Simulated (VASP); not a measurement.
Crystal: Rh.

```xyz
1
Lattice="0.0000 1.9016 1.9016 1.9016 0.0000 1.9016 1.9016 1.9016 0.0000" Properties=species:S:1:pos:R:3 pbc="T T T"
Rh    0.0000    0.0000    0.0000
```

```yaml
Program: VASP 6.6.1
Task: relaxation of cell and atoms
Functional: PBEsol
Potentials_or_basis: VASP PAW PBE potentials, release 64 (Rh_pv)
Cutoff: 600 eV
k_mesh: 18 × 18 × 18
Occupations: gaussian, width 0.1 eV
Spin: no spin polarisation
```

At the start: pressure -5.4 GPa; volume 13.75 Å³/atom.

Question: How do energy, volume and symmetry change on relaxing?

Answer: Over 6 steps the energy falls by 4.4 meV/atom and the volume is 13.50 Å³/atom (-1.9 %); space group Fm-3m (No. 225, to 0.05 Å).

The path:
```tsv
step	energy change (eV)	largest force (eV/Å)	pressure (GPa)	volume (Å³)
1	0.0000	0.0000	-5.36	13.75
2	0.0265	0.0000	16.37	12.86
3	-0.0044	0.0000	-0.10	13.50
4	-0.0044	0.0000	0.06	13.49
5	-0.0044	0.0000	-0.10	13.50
6	-0.0044	0.0000	0.00	13.50
```

Final structure:
```
CELL_PARAMETERS angstrom
0.00000 1.88968 1.88968
1.88968 0.00000 1.88968
1.88968 1.88968 0.00000
ATOMIC_POSITIONS crystal
Rh 0.00000 0.00000 0.00000
```

Caveat: the PAW data sets were made with another functional, which shifts forces and pressure a little.
